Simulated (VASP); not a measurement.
Input of a VASP 6.6.1 run:

Contents of INCAR:

```
SYSTEM = H
  PREC = Accurate
  ENCUT = 1230
  EDIFF = 1E-7
  ISMEAR = -1
  SIGMA = 0.05
  LREAL = .False.
  LASPH = .True.
  NELM = 120
  ALGO = Normal
  ISIF = 3
  LWAVE = .False.
  LCHARG = .False.
  GGA = PE
  IVDW = 13
  IBRION = 2
  NSW = 60
  EDIFFG = -0.01
  GGA_COMPAT = .False.
  NELMIN = 4
```

The input KPOINTS:

```
regular mesh
0
Gamma
  11 11 11
  0 0 0
```

POSCAR

```
H
1.0
   -1.6915344700      1.6915344700      2.0584739900
    1.6915344700     -1.6915344700      2.0584739900
    1.6915344700      1.6915344700     -2.0584739900
H
2
Direct
    0.0901377100      0.0901377100      0.0000000000
    0.9098622900      0.9098622900      0.0000000000
```

Potentials or basis: VASP PAW PBE potentials, release 64 (H_h).

Run with:

```bash
$ cat potpaw_PBE.64/H_h/POTCAR > POTCAR
$ mpirun -np 1 vasp_std > vasp.out
```

Task: Estimate the space group after relaxing (to 0.1 Å).

Result: I4/mmm (No. 139).

Task: Estimate the relaxed volume.

Result: 11.80 Å³/atom.

Task: Predict the relaxed cell.

Result: a = 3.158 Å, b = 3.158 Å, c = 3.158 Å, α = 115.22°, β = 115.22°, γ = 98.50°.

Forces in eV/Å, atoms in the order of the input:
```
H    0.000  0.000 -0.007
H    0.000  0.000  0.007
```
